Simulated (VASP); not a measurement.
A run of VASP 6.6.1 is set up as follows.

The input INCAR:

```
SYSTEM = AlAs
PREC = Accurate
ENCUT = 520
EDIFF = 1E-6
ISMEAR = 0
SIGMA = 0.01
LREAL = Auto
LASPH = .TRUE.
NELM = 100
ALGO = Normal
ISIF = 2
LWAVE = .FALSE.
LCHARG = .FALSE.
GGA = PE
NBANDS = 86
```

The input KPOINTS:

```
Automatic mesh
0
G
  2 2 2
  0 0 0
```

The input POSCAR:

```
AlAs
1.0
   -5.7279123196      5.7279123196     -5.7279123196
   -5.7279123196     -5.7279123196      5.7279123196
    5.7279123196      5.7279123196      5.7279123196
Al As
16 16
Direct
    0.7500000000      0.7500000000      0.5000000000
    0.5000000000      0.0000000000      0.5000000000
    0.5000000000      0.7500000000      0.7500000000
    0.2500000000      0.2500000000      0.5000000000
    0.2500000000      0.0000000000      0.7500000000
    0.2500000000      0.7500000000      0.0000000000
    0.0000000000      0.5000000000      0.5000000000
    0.0000000000      0.2500000000      0.7500000000
    0.0000000000      0.0000000000      0.0000000000
    0.0000000000      0.7500000000      0.2500000000
    0.7500000000      0.5000000000      0.7500000000
    0.7500000000      0.2500000000      0.0000000000
    0.7500000000      0.0000000000      0.2500000000
    0.5000000000      0.5000000000      0.0000000000
    0.5000000000      0.2500000000      0.2500000000
    0.2500000000      0.5000000000      0.2500000000
    0.0000000000      0.0000000000      0.7500000000
    0.7500000000      0.2500000000      0.7500000000
    0.7500000000      0.0000000000      0.0000000000
    0.5000000000      0.5000000000      0.7500000000
    0.5000000000      0.2500000000      0.0000000000
    0.5000000000      0.0000000000      0.2500000000
    0.2500000000      0.7500000000      0.7500000000
    0.2500000000      0.5000000000      0.0000000000
    0.2500000000      0.2500000000      0.2500000000
    0.2500000000      0.0000000000      0.5000000000
    0.0000000000      0.7500000000      0.0000000000
    0.0000000000      0.5000000000      0.2500000000
    0.0000000000      0.2500000000      0.5000000000
    0.7500000000      0.7500000000      0.2500000000
    0.7500000000      0.5000000000      0.5000000000
    0.5000000000      0.7500000000      0.5000000000
```

Potentials or basis: VASP PAW PBE potentials, release 64 (Al, As).

The run is started by

```sh
$ cat potpaw_PBE.64/Al/POTCAR potpaw_PBE.64/As/POTCAR > POTCAR
$ mpirun -np 1 vasp_std > vasp.out
```

Question: What does it give for the band gap on the k mesh?

Answer: 1.49 eV.

Question: Estimate the pressure.

Answer: 0.1 GPa.
